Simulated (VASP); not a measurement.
Input of a VASP 6.6.1 run:

File INCAR:

```
PREC = Accurate
ENCUT = 520
EDIFF = 1E-6
ISMEAR = -1
SIGMA = 0.1
LREAL = F
LASPH = T
NELM = 60
ALGO = Normal
ISIF = 2
LWAVE = F
LCHARG = F
NBANDS = 14
```

KPOINTS

```
Automatic mesh
0
Gamma
  13 13 13
```

Contents of POSCAR:

```
Bi
1.0
   -1.9948339514      1.9948339514      1.9948339514
    1.9948339514     -1.9948339514      1.9948339514
    1.9948339514      1.9948339514     -1.9948339514
Bi
1
Direct
    0.0000000000      0.0000000000      0.0000000000
```

Potentials or basis: VASP PAW LDA potentials, release 64 (Bi_d).

Command:

```console
$ cat potpaw_LDA.64/Bi_d/POTCAR > POTCAR
$ mpirun -np 1 vasp_std > vasp.out
```

(1) Predict the pressure.

Results:

(1) -4.1 GPa.
